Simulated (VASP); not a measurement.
Here is a VASP 6.6.1 calculation.

File INCAR:

```
SYSTEM = ZrC
PREC     = Accurate       ! precision mode
ENCUT    = 520            ! plane-wave cutoff, eV
EDIFF    = 1E-8           ! SCF threshold, eV
ISMEAR   = -1             ! smearing method
SIGMA    = 0.05           ! smearing width, eV
LREAL    = .FALSE.        ! projectors in reciprocal space
LASPH    = .TRUE.         ! aspherical terms in the spheres
NELM     = 100            ! most SCF steps
ALGO     = Normal         ! electronic algorithm
ISIF     = 2              ! what is computed and relaxed
LWAVE    = .FALSE.        ! write WAVECAR
LCHARG   = .FALSE.        ! write CHGCAR
GGA      = PS             ! functional
LEFG     = .TRUE.       
NBANDS   = 15             ! bands
```

File KPOINTS:

```
regular mesh
0
G
  15 15 15
  0 0 0
```

POSCAR

```
ZrC
1.0
    0.0000000000      2.3502100000      2.3267079000
    2.3502100000      0.0000000000      2.3267079000
    2.3502100000      2.3502100000      0.0000000000
Zr C
1 1
Direct
    0.5000000000      0.5000000000      0.5000000000
    0.0000000000      0.0000000000      0.0000000000
```

Potentials or basis: VASP PAW PBE potentials, release 64 (Zr_sv, C).

The run is started by

```console
$ cat potpaw_PBE.64/Zr_sv/POTCAR potpaw_PBE.64/C/POTCAR > POTCAR
$ mpirun -np 1 vasp_std > vasp.out
```

Problem. What does it give for the pressure?

Solution. -1.9 GPa.

Problem. What does it give for the band gap on the k mesh?

Solution. Zero (bands 8 and 9 overlap by 1.42 eV).

Stress tensor (GPa, compression positive):
```
-3.21  0.00  0.00
 0.00 -3.21  0.00
 0.00  0.00  0.61
```

Caveat: the cell differs from its parent crystal (zz strain of -1 %); without QUAD_EFG the Cq values of the log hold for a quadrupole moment of 1 mb, not for the nuclei; the PAW data sets were made with another functional, which shifts forces and pressure a little.
